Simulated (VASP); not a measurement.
Here is a VASP 6.6.1 calculation.

INCAR

```
SYSTEM = CaSe
PREC     = Accurate       ! precision mode
ENCUT    = 600            ! plane-wave cutoff, eV
EDIFF    = 1E-7           ! SCF threshold, eV
ISMEAR   = 0              ! smearing method
SIGMA    = 0.1            ! smearing width, eV
LREAL    = .FALSE.        ! projectors in reciprocal space
LASPH    = .TRUE.         ! aspherical terms in the spheres
NELM     = 100            ! most SCF steps
ALGO     = Normal         ! electronic algorithm
ISIF     = 3              ! what is computed and relaxed
LWAVE    = .FALSE.        ! write WAVECAR
LCHARG   = .FALSE.        ! write CHGCAR
GGA      = PE             ! functional
IBRION   = 2              ! ionic algorithm
NSW      = 90             ! ionic steps
EDIFFG   = -0.04          ! ionic threshold
```

Contents of KPOINTS:

```
regular mesh
0
G
  6 6 6
  0 0 0
```

POSCAR

```
CaSe
1.0
    0.0000000000      2.9802363369      2.9802363369
    2.9802363369      0.0000000000      2.9802363369
    2.9802363369      2.9802363369      0.0000000000
Ca Se
1 1
Direct
    0.5000000000      0.5000000000      0.5000000000
    0.0000000000      0.0000000000      0.0000000000
```

Potentials or basis: VASP PAW PBE potentials, release 64 (Ca_sv, Se).

Launch:

```bash
$ cat potpaw_PBE.64/Ca_sv/POTCAR potpaw_PBE.64/Se/POTCAR > POTCAR
$ mpirun -np 1 vasp_std > vasp.out
```

(1) Estimate the band gap on the k mesh.

Results:

(1) 2.08 eV (least direct gap 2.99 eV).

Caveat: the relaxation stopped at its first step, so nothing moved.
